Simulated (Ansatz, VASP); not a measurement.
**LiCl: VASP beside Ansatz**

The input INCAR:

```
SYSTEM = LiCl
PREC = Accurate
ENCUT = 600
EDIFF = 1E-6
ISMEAR = 0
SIGMA = 0.1
LREAL = .FALSE.
LASPH = .TRUE.
NELM = 80
ALGO = Normal
ISIF = 3
LWAVE = .FALSE.
LCHARG = .FALSE.
GGA = PE
IBRION = 2
NSW = 80
EDIFFG = -0.025
```

Contents of KPOINTS:

```
regular mesh
0
G
  4 2 2
  0 0 0
```

POSCAR

```
LiCl
1.0
   -0.0184842733      2.5174851773      2.5575146490
    5.1086510656      2.4726927147     -2.5496907331
   -5.0957529286      2.4967631243     -2.4998240494
Li Cl
4 4
Direct
   -0.0055005259     -0.0020834887      0.0168503220
    0.4688304693      0.4942022100      0.0209937509
    0.4709683941      1.0126541676      0.4854132736
    0.0099453055      0.5052052475      0.4785135865
    1.0366653003      0.2446273300      0.7420203613
    0.4755560569      0.7326272849      0.7519847009
    0.5726763025      0.2596778538      0.2496060941
   -0.0291413027      0.7530893951      0.2546179107
```

Input for Ansatz:

```yaml
crystal:
  lattice:
    - [-0.0184842733, 2.5174851773, 2.557514649]
    - [5.1086510656, 2.4726927147, -2.5496907331]
    - [-5.0957529286, 2.4967631243, -2.4998240494]
  atoms:
    - { symbol: Li, position: [-0.0055005259, -0.0020834887, 0.016850322] }
    - { symbol: Li, position: [0.4688304693, 0.49420221, 0.0209937509] }
    - { symbol: Li, position: [0.4709683941, 1.0126541676, 0.4854132736] }
    - { symbol: Li, position: [0.0099453055, 0.5052052475, 0.4785135865] }
    - { symbol: Cl, position: [1.0366653003, 0.24462733, 0.7420203613] }
    - { symbol: Cl, position: [0.4755560569, 0.7326272849, 0.7519847009] }
    - { symbol: Cl, position: [0.5726763025, 0.2596778538, 0.2496060941] }
    - { symbol: Cl, position: [-0.0291413027, 0.7530893951, 0.2546179107] }
basis:
  ecutwfc: 420
kpoints:
  mp_grid: { grid: [4, 2, 2] }
hamiltonian:
  xc: pbe
scf:
  occupations: { method: gaussian, width: 0.1 }
  lower_state_search: "off"
output:
  forces: true
  stress: true
  eigenvalues: true
relax:
  adjacent_minimum: "off"
  f_tol: 0.025
  max_steps: 60
  cell: { stress_tol: 0.25 }
```

Change from the starting cell: cell x4, atoms moved at random (sigma 0.1 Å) and cell strained at random (1.5 %), then relaxed without symmetry.

Alike in both runs: task relaxation of cell and atoms; functional PBE; k mesh 4 × 2 × 2; occupations gaussian, width 0.1 eV; no spin polarisation.

|  | VASP | Ansatz |
| --- | --- | --- |
| version | VASP 6.6.1 | Ansatz 0.2.0 |
| potentials or method | VASP PAW PBE potentials, release 64 (Li_sv, Cl), cutoff 600 eV | scalar-relativistic, plane waves, PAW |
| valence electrons in the cell | 40 | 40 |

```tsv
	VASP	Ansatz	Ansatz less VASP
gap on the k mesh at the Fermi level, each at its own relaxed structure (eV)	6.26	6.24	-0.028
relaxed volume (Å³/atom)	17.08	17.12	+0.040
relaxed cell length with the largest relative difference (Å)	3.642	3.650	+0.0079
```

The k mesh is coarse, so the values compare programs but aren't converged. Noted on VASP's run: the cutoff is short for stress, so the pressure is rough.
